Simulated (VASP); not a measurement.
Set up this calculation in VASP 6.6.1, as the native input.

```
Task                   : single point
Functional             : LDA
Potentials or basis    : VASP PAW LDA potentials, release 64 (Sn_d, O)
Cutoff                 : 520 eV
k mesh                 : 6 × 6 × 6
Occupations            : gaussian, width 0.02 eV
Spin                   : no spin polarisation
Dipole correction      : no
Further INCAR settings : ALGO = Normal; EDIFF = 1e-06; NBANDS = 64
```

The structure of SnO2 lies in POSCAR:

```
SnO2
1.0
    4.7034079188      0.0000000000      0.0000000000
    0.0000000000      5.6949749535      0.0000000000
    0.0000000000      0.0000000000      5.2042381974
Sn O
4 8
Direct
    0.5000000000      0.6673127867      0.7500000000
    0.0000000000      0.8326872133      0.2500000000
    0.5000000000      0.3326872133      0.2500000000
    0.0000000000      0.1673127867      0.7500000000
    0.7310009882      0.6049075021      0.0776503296
    0.2310009882      0.8950924979      0.9223496704
    0.7689990118      0.8950924979      0.5776503296
    0.2689990118      0.6049075021      0.4223496704
    0.7310009882      0.3950924979      0.5776503296
    0.2310009882      0.1049075021      0.4223496704
    0.7689990118      0.1049075021      0.0776503296
    0.2689990118      0.3950924979      0.9223496704
```

These files were run (other wordings do the same):

INCAR

```
ALGO     = Normal         # electronic algorithm
EDIFF    = 1E-6           # SCF threshold, eV
ENCUT    = 520            # plane-wave cutoff, eV
ISIF     = 2              # what is computed and relaxed
ISMEAR   = 0              # smearing method
LASPH    = True           # aspherical terms in the spheres
LCHARG   = True           # write CHGCAR
LELF     = True           # ELF
LREAL    = False          # projectors in reciprocal space
LVHAR    = True         
LWAVE    = False          # write WAVECAR
NBANDS   = 64             # bands
NELM     = 80             # most SCF steps
PREC     = Accurate       # precision mode
SIGMA    = 0.02           # smearing width, eV
```

KPOINTS

```
k-points
0
Gamma
  6 6 6
```

Potentials or basis: VASP PAW LDA potentials, release 64 (Sn_d, O).

Command:

```bash
$ cat potpaw_LDA.64/Sn_d/POTCAR potpaw_LDA.64/O/POTCAR > POTCAR
$ mpirun -np 1 vasp_std > vasp.out
```

It gave:

The pressure is 1.1 GPa, the largest force is 0.021 eV/Å and the band gap on the k mesh is 1.54 eV.

Caveat: spin-orbit coupling is left out, which moves the levels of the heavy elements.

Wall time 13 min on 1 thread of Intel Xeon 8259CL, with other jobs on the host, peak memory 0.47 GiB.
